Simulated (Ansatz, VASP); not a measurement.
Given: the input of a run of VASP 6.6.1 on Re.

INCAR

```
SYSTEM = Re
  PREC = Accurate
  ENCUT = 520
  EDIFF = 1E-7
  ISMEAR = -1
  SIGMA = 0.05
  LREAL = .FALSE.
  LASPH = .TRUE.
  NELM = 60
  ALGO = Fast
  ISIF = 2
  LWAVE = .FALSE.
  LCHARG = .FALSE.
  GGA = PS
  NBANDS = 22
```

File KPOINTS:

```
regular mesh
0
G
  11 11 3
  0 0 0
```

Contents of POSCAR:

```
Re
1.0
    2.7478204761      0.0000000000      0.0000000000
   -1.3739102380      2.3796823373      0.0000000000
    0.0000000000      0.0000000000      8.8788511029
Re
4
Direct
    0.6666666667      0.3333333333      0.7500000000
    0.0000000000      0.0000000000      0.5000000000
    0.3333333333      0.6666666667      0.2500000000
    0.0000000000      0.0000000000      0.0000000000
```

Potentials or basis: VASP PAW PBE potentials, release 64 (Re).

Run with:

```bash
$ cat potpaw_PBE.64/Re/POTCAR > POTCAR
$ mpirun -np 1 vasp_std > vasp.out
```

Question: Set up the same calculation for Ansatz 0.2.0. Potentials there: Ansatz PAW.

Answer: As run (the cutoff follows the program's own potentials):

Contents of input.yaml:

```yaml
crystal:
  lattice:
    - [2.7478204761, 0.0, 0.0]
    - [-1.373910238, 2.3796823373, 0.0]
    - [0.0, 0.0, 8.8788511029]
  atoms:
    - { symbol: Re, position: [0.6666666667, 0.3333333333, 0.75] }
    - { symbol: Re, position: [0.0, 0.0, 0.5] }
    - { symbol: Re, position: [0.3333333333, 0.6666666667, 0.25] }
    - { symbol: Re, position: [0.0, 0.0, 0.0] }
hamiltonian:
  xc: pbesol
  pseudopotentials: { kind: paw }
kpoints:
  mp_grid: { grid: [11, 11, 3] }
scf:
  occupations: { method: fermi_dirac, width: 0.05 }
output:
  forces: true
  stress: true
  eigenvalues: true
```

Potentials or basis: Ansatz PAW.

Launch:

```console
$ ansatz run input.yaml --threads 2 --pin off --max-ram 5632MiB --backend cpu --events-out ev --progress --plain --runs-dir out
```

Both were run:

|  | VASP | Ansatz | Ansatz less VASP |
| --- | --- | --- | --- |
| gap on the k mesh at the Fermi level (eV) | none | none | - |
| pressure (GPa) | 0.9 | 0.9 | -0.06 |
| traceless stress, the component that is largest in VASP (GPa) | 0.17 | 0.18 | +0.011 |

VASP's potentials were made for PBE, not for PBEsol. A gap of «none» marks a metal or a gap that the smearing closes. VASP's potentials hold 28 valence electrons a cell and Ansatz's 60, so a difference there can come from the potentials and not from the codes.

Spin-orbit coupling is off throughout.
